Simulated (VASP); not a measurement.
# Zr2H3Pd (I4/mmm) in VASP: further runs, part 2 of 2

VASP 6.6.1.

### 3 Single point, PBEsol

The input, INCAR:

```
SYSTEM = Zr2H3Pd
PREC = Accurate ; ENCUT = 520
EDIFF = 1E-6 ; ISMEAR = 1
SIGMA = 0.05 ; LREAL = .FALSE.
LASPH = .TRUE. ; NELM = 60
ALGO = Normal ; ISIF = 2
LWAVE = .FALSE. ; LCHARG = .FALSE.
GGA = PS ; NBANDS = 28
```

The input, KPOINTS:

```
regular mesh
0
G
  10 10 10
  0 0 0
```

The input, POSCAR:

```
Zr2H3Pd
1.0
   -1.6033930000      1.6033930000      6.7000100000
    1.6033930000     -1.6033930000      6.7000100000
    1.6033930000      1.6033930000     -6.7000100000
Zr H Pd
2 3 1
Direct
    0.6470620000      0.6470620000      0.0000000000
    0.3529380000      0.3529380000      0.0000000000
    0.5000000000      0.5000000000      0.0000000000
    0.7500000000      0.2500000000      0.5000000000
    0.2500000000      0.7500000000      0.5000000000
    0.0000000000      0.0000000000      0.0000000000
```

Potentials or basis: VASP PAW PBE potentials, release 64 (Zr_sv, H, Pd).

Run with:

```
$ cat potpaw_PBE.64/Zr_sv/POTCAR potpaw_PBE.64/H/POTCAR potpaw_PBE.64/Pd/POTCAR > POTCAR
$ mpirun -np 1 vasp_std > vasp.out
```

OUTCAR:

```text
SYSTEM = Zr2H3Pd
   PREC = Accurate
   ENCUT = 520
   EDIFF = 1E-6
   ISMEAR = 1
   LREAL = .FALSE.
   LASPH = .TRUE.
   NELM = 60
   ISIF = 2
   GGA = PS

 ion  position               nearest neighbor table
   1  0.647  0.647  0.000-   3 1.97   4 2.12   5 2.12   4 2.12   5 2.12   6 3.00   6 3.00   6 3.00
                             6 3.00   2 3.57   2 3.57   2 3.57   2 3.57
   2  0.353  0.353  0.000-   3 1.97   4 2.12   5 2.12   5 2.12   4 2.12   6 3.00   6 3.00   6 3.00
                             6 3.00   1 3.57   1 3.57   1 3.57   1 3.57
   3  0.500  0.500  0.000-   1 1.97   2 1.97
   4  0.750  0.250  0.500-   1 2.12   2 2.12   2 2.12   1 2.12
   5  0.250  0.750  0.500-   1 2.12   2 2.12   2 2.12   1 2.12
[... 954 lines left out ...]
  Total       -2.6429708     -2.6429708     -2.2863576      0.0000000     -0.0000000      0.0000000
  in kB      -61.4592893    -61.4592893    -53.1666536      0.0000000     -0.0000000      0.0000000
  external PRESSURE =     -58.6950774 kB  Pullay stress =       0.0000000 kB

 VOLUME and BASIS-vectors are now :
 -----------------------------------------------------------------------------
  energy-cutoff  :      520.00
  volume of cell :       68.90
      direct lattice vectors                 reciprocal lattice vectors
    -1.603393000  1.603393000  6.700010000     0.000000000  0.311838707  0.074626754
     1.603393000 -1.603393000  6.700010000     0.311838707  0.000000000  0.074626754
     1.603393000  1.603393000 -6.700010000     0.311838707  0.311838707  0.000000000

 POSITION                                       TOTAL-FORCE (eV/Angst)
 -----------------------------------------------------------------------------------
      0.00000      0.00000      8.67064        -0.000000     -0.000000     -0.111545
      0.00000      0.00000      4.72938         0.000000      0.000000      0.111545
      0.00000      0.00000      6.70001         0.000000      0.000000     -0.000000
      0.00000      1.60339      3.35000         0.000000      0.000000     -0.000000
      1.60339      0.00000      3.35000         0.000000      0.000000      0.000000
      0.00000      0.00000      0.00000         0.000000      0.000000     -0.000000
 -----------------------------------------------------------------------------------
    total drift:                                0.000000     -0.000000      0.000000

  FREE ENERGIE OF THE ION-ELECTRON SYSTEM (eV)
  ---------------------------------------------------
  free  energy   TOTEN  =       -36.4251433494 eV

  energy  without entropy=      -36.4249243210  energy(sigma->0) =      -36.42507034
```

OSZICAR:

```text
N       E                     dE             d eps       ncg     rms          rms(c)
DAV:   1     0.298677445270E+03    0.29868E+03   -0.18563E+04  5728   0.127E+03
DAV:   2    -0.174464187889E+02   -0.31612E+03   -0.30698E+03  6340   0.363E+02
DAV:   3    -0.382686697085E+02   -0.20822E+02   -0.20552E+02 10216   0.737E+01
DAV:   4    -0.390564873600E+02   -0.78782E+00   -0.78485E+00  7228   0.129E+01
DAV:   5    -0.390844564542E+02   -0.27969E-01   -0.27965E-01  8380   0.183E+00    0.218E+01
DAV:   6    -0.367371665241E+02    0.23473E+01   -0.40190E+00  6544   0.127E+01    0.817E+00
DAV:   7    -0.365708255347E+02    0.16634E+00   -0.24139E+00  8652   0.758E+00    0.338E+00
DAV:   8    -0.364281703974E+02    0.14266E+00   -0.79996E-01  6696   0.442E+00    0.151E+00
DAV:   9    -0.364245730256E+02    0.35974E-02   -0.43453E-02  6752   0.154E+00    0.681E-01
DAV:  10    -0.364251629213E+02   -0.58990E-03   -0.35313E-03  7584   0.422E-01    0.976E-02
DAV:  11    -0.364251483058E+02    0.14616E-04   -0.38574E-04  6736   0.124E-01    0.242E-02
DAV:  12    -0.364251465001E+02    0.18057E-05   -0.22870E-05  7296   0.357E-02    0.903E-03
DAV:  13    -0.364251434744E+02    0.30257E-05   -0.28598E-06  5664   0.117E-02    0.280E-03
DAV:  14    -0.364251433494E+02    0.12500E-06   -0.39435E-07  3392   0.472E-03
   1 F= -.36425143E+02 E0= -.36425070E+02  d E =-.219028E-03
```

stdout:

```text
POSCAR found type information on POSCAR ZrH Pd
 POSCAR found :  3 types and       6 ions
 scaLAPACK will be used
 -----------------------------------------------------------------------------
|                                                                             |
|                                                                             |
|     You enforced a specific xc type in the INCAR file but a different       |
|     I HOPE YOU KNOW WHAT YOU ARE DOING!                                     |
|                                                                             |
 -----------------------------------------------------------------------------

 LDA part: xc-table for (Slater+PW92), standard interpolation
 POSCAR, INCAR and KPOINTS ok, starting setup
 FFT: planning ... GRIDC
 FFT: planning ... GRID_SOFT
 FFT: planning ... GRID
 WAVECAR not read
 entering main loop
```

It took 9.2 min on 1 thread of Intel Xeon Platinum 8488C (Sapphire Rapids), shared host; peak memory 0.52 GiB.

What came out:

```yaml
Free_energy: -36.4251 eV
Pressure: -5.9 GPa
Largest_force: 0.112 eV/Å
```

Forces in eV/Å, atoms in the order of the input:
```
Zr   0.000  0.000 -0.112
Zr   0.000  0.000  0.112
H    0.000  0.000  0.000
H    0.000  0.000  0.000
H    0.000  0.000  0.000
Pd   0.000  0.000  0.000
```

Stress tensor (GPa, compression positive):
```
-6.15  0.00  0.00
 0.00 -6.15  0.00
 0.00  0.00 -5.32
```

Levels at points of the mesh, in eV from the Fermi level:
```tsv
k point	band 16	band 17	band 18	band 19	band 20	band 21	band 22	band 23
(0.00, 0.00, 0.00)	-2.71	-2.33	-0.52	-0.02	1.70	1.70	1.80	2.42
(0.50, 0.00, 0.00)	-2.71	-1.00	-0.64	-0.27	0.29	1.39	1.95	2.89
(0.50, 0.50, 0.00)	-1.59	-0.93	-0.81	0.07	0.40	2.13	2.71	3.89
(0.50, 0.50, 0.50)	-2.33	-1.01	-0.96	-0.86	1.01	1.01	2.57	3.66
```

Caveat: the PAW data sets were made with another functional, which shifts forces and pressure a little.

### 4 Single point, PBEsol

The input, INCAR:

```
SYSTEM = Zr2H3Pd
ALGO = Normal ; EDIFF = 1E-7
ENCUT = 520 ; GGA = PS
ISIF = 2 ; ISMEAR = 1
LASPH = .True. ; LCHARG = .False.
LREAL = .False. ; LWAVE = .False.
NBANDS = 28 ; NELM = 100
PREC = Accurate ; SIGMA = 0.05
```

The input, KPOINTS:

```
k-points
0
Gamma
  12 12 12
  0 0 0
```

POSCAR is that of step 3.

Run with:

```
$ cat potpaw_PBE.64/Zr_sv/POTCAR potpaw_PBE.64/H/POTCAR potpaw_PBE.64/Pd/POTCAR > POTCAR
$ mpirun -np 1 vasp_std > vasp.out
```

Wall time 14 min (1 thread of Intel Xeon Platinum 8488C (Sapphire Rapids), shared host); peak memory 0.61 GiB.

It converged, with:

* Free energy: -36.4296 eV
* Pressure: -5.9 GPa
* Largest force: 0.135 eV/Å

Forces on the atoms (eV/Å):
```
Zr   0.000  0.000 -0.135
Zr   0.000  0.000  0.135
H    0.000  0.000  0.000
H    0.000  0.000  0.000
H    0.000  0.000  0.000
Pd   0.000  0.000  0.000
```

Stress tensor (GPa, compression positive):
```
-6.15  0.00  0.00
 0.00 -6.15  0.00
 0.00  0.00 -5.43
```

Levels at points of the mesh, in eV from the Fermi level:
```
           k point  band 15  band 16  band 17  band 18  band 19  band 20  band 21  band 22  band 23  band 24
(0.00, 0.00, 0.00)    -2.73    -2.73    -2.35    -0.55    -0.04     1.67     1.67     1.78     2.40     2.40
(0.50, 0.00, 0.00)    -2.87    -2.73    -1.03    -0.67    -0.30     0.27     1.36     1.92     2.86     3.27
(0.50, 0.50, 0.00)    -2.54    -1.61    -0.95    -0.83     0.04     0.38     2.10     2.69     3.86     4.71
(0.50, 0.50, 0.50)    -2.71    -2.35    -1.04    -0.99    -0.88     0.98     0.98     2.55     3.64     3.64
```

Caveat: the PAW data sets were made with another functional, which shifts forces and pressure a little.

### 5 The runs side by side

| k mesh | gap on the mesh (eV) | pressure (GPa) | largest force (eV/Å) |
| --- | --- | --- | --- |
| 8 × 8 × 8 | none | -6.0 | 0.02 |
| 10 × 10 × 10 | none | -5.9 | 0.11 |
| 12 × 12 × 12 | none | -5.9 | 0.13 |

Alike in all rows: task single point; level PBEsol; potentials or basis VASP PAW PBE potentials, release 64 (Zr_sv, H, Pd); no spin polarisation; cell as given; cutoff (eV) 520; smearing methfessel-paxton 0.05 eV.

Every run on the cell as given and a fine mesh finds a metal.

Caveats: the PAW data sets were made with another functional, which shifts forces and pressure a little.

Absolute energies hang on the potentials; compare differences alone.
